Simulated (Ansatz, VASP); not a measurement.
## Zn2S in VASP and in Ansatz

```xyz
6
Lattice="-3.2005 3.2005 2.4533 3.2005 -3.2005 2.4533 3.2005 3.2005 -2.4533" Properties=species:S:1:pos:R:3 pbc="T T T"
Zn    2.1924    1.0082    2.4533
Zn    4.2087    1.0082    0.0000
Zn    1.0082    2.1924    0.0000
Zn   -1.0082    2.1924    2.4533
S     0.0000    0.0000    0.0000
S     0.0000    0.0000    2.4533
```

Change from the starting cell: species swapped into the Tl2Pt type (I4/mcm, No. 140).

Alike in both runs: task single point; functional PBE; k mesh 4 × 4 × 4; occupations gaussian, width 0.1 eV; no spin polarisation.

```csv
,VASP,Ansatz
version,VASP 6.6.1,Ansatz 0.2.0
potentials or method,"VASP PAW PBE potentials, release 64 (Zn, S), cutoff 520 eV","scalar-relativistic, plane waves, PAW"
valence electrons in the cell,60,60
```

|  | VASP | Ansatz | Ansatz less VASP |
| --- | --- | --- | --- |
| gap on the k mesh at the Fermi level (eV) | none | none | - |
| pressure (GPa) | 3.1 | 2.9 | -0.20 |
| traceless stress, the component that is largest in VASP (GPa) | -3.35 | -3.13 | +0.220 |
| rms of the force components (eV/Å) | 0.555 | 0.550 | -0.0050 |

Atom by atom the forces differ by 0.005 eV/Å (rms over components). A gap of «none» marks a metal or a gap that the smearing closes.

The k mesh is coarse, so the values compare programs but aren't converged.
